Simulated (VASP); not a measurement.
Runs of VASP 6.6.1 on GaSb3. Symmetry: Fm-3m, No. 225, cubic system. The conventional cell has a = 7.461 Å, b = 7.461 Å, c = 7.461 Å, α = 90.00°, β = 90.00°, γ = 90.00°. Within 4.3 Å of Ga (site symmetry m-3m) lie 14 Sb at 3.23 to 3.73 Å. Within 4.3 Å of Sb (site symmetry -43m) lie 4 Ga at 3.23 Å and 10 Sb at 3.23 to 3.73 Å. Sb (site symmetry m-3m) has 8 Sb at 3.23 Å and 6 Ga at 3.73 Å within 4.3 Å. 

```tsv
k mesh	gap on the mesh (eV)	pressure (GPa)
6 × 6 × 6	none	-3.3
8 × 8 × 8	none	-3.8
2 × 2 × 2	none	(a)
4 × 4 × 4	none	-5.3
```

Alike in all rows: task single point; level PBE+D3(BJ); potentials or basis VASP PAW PBE potentials, release 64 (Ga_d, Sb); no spin polarisation; cell as given; cutoff (eV) 520; smearing methfessel-paxton 0.1 eV.

Question: Estimate the missing entries.

Answer: (a) -2.5.

Caveats: some runs use coarse meshes; spin-orbit coupling is left out, which moves the levels of the heavy elements; pairwise dispersion overbinds metals, which lowers pressure and volume.

A k mesh can miss the band edges, and the runs leave out spin-orbit coupling on Ga, Sb.

A gap of «none» marks levels without a gap at the run's occupations.
